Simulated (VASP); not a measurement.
The system is GaAs.

```
Ga As
1.0
     0.00000    2.82685    2.82685
     2.82685    0.00000    2.82685
     2.82685    2.82685    0.00000
Ga As
1 1
Direct
  0.00000 0.00000 0.00000
  0.25000 0.25000 0.25000
```

| Property | Result |
| --- | --- |
| Program | VASP 6.6.1 |
| Task | relaxation of cell and atoms |
| Functional | LDA |
| Potentials or basis | VASP PAW LDA potentials, release 64 (Ga_d, As) |
| Cutoff | 600 eV |
| k mesh | 8 × 8 × 8 |
| Occupations | fermi-dirac, width 0.02 eV |
| Spin | no spin polarisation |

At the start: pressure -1.7 GPa; volume 22.59 Å³/atom.

Question: Where does the relaxation end?

Answer: Over 3 steps the energy falls by 2.7 meV/atom and the volume is 22.07 Å³/atom (-2.3 %); space group F-43m (No. 216, to 0.1 Å) before and after.

The path:
```csv
step,energy change (eV),largest force (eV/Å),pressure (GPa),volume (Å³)
1,0.0000,0.0000,-1.65,45.18
2,-0.0042,0.0000,0.78,43.67
3,-0.0054,0.0000,0.01,44.14
```

Final structure:
```
CELL_PARAMETERS angstrom
0.00000 2.80509 2.80509
2.80509 0.00000 2.80509
2.80509 2.80509 0.00000
ATOMIC_POSITIONS crystal
Ga 0.00000 0.00000 0.00000
As 0.25000 0.25000 0.25000
```
